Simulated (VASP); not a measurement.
Input of a VASP 6.6.1 run:

File INCAR:

```
SYSTEM = PtS2
PREC = Accurate ; ENCUT = 520
EDIFF = 1E-6 ; ISMEAR = 0
SIGMA = 0.05 ; LREAL = .False.
LASPH = .True. ; NELM = 100
ALGO = Normal ; ISIF = 2
LWAVE = .False. ; LCHARG = .False.
GGA = PE ; NBANDS = 18
```

File KPOINTS:

```
Automatic mesh
0
Gamma
  9 9 4
  0 0 0
```

Contents of POSCAR:

```
PtS2
1.0
    3.4514000000      0.0000000000      0.0000000000
   -1.7257000000      2.9890000786      0.0000000000
    0.0000000000      0.0000000000      6.3342000000
Pt S
1 2
Direct
    0.0000000000      0.0000000000      0.0000000000
    0.3333333333      0.6666666667      0.2050907677
    0.6666666667      0.3333333333      0.7949092323
```

Potentials or basis: VASP PAW PBE potentials, release 64 (Pt, S).

Launch:

```console
$ cat potpaw_PBE.64/Pt/POTCAR potpaw_PBE.64/S/POTCAR > POTCAR
$ mpirun -np 1 vasp_std > vasp.out
```

Problem. Estimate the largest force.

Solution. 0.045 eV/Å.

Problem. Estimate the pressure.

Solution. 4.2 GPa.

Problem. Estimate the band gap on the k mesh.

Solution. 1.51 eV (least direct gap 1.61 eV).

Stress tensor (GPa, compression positive):
```
 6.32  0.00  0.00
 0.00  6.32  0.00
 0.00  0.00 -0.10
```

Caveat: the cell stands under pressure; spin-orbit coupling is left out, which moves the levels of the heavy elements; an odd mesh through Γ misses points on the zone boundary, where band edges can lie; this functional lacks dispersion, which binds the layers, so the pressure and a relaxed spacing across them are unreliable.
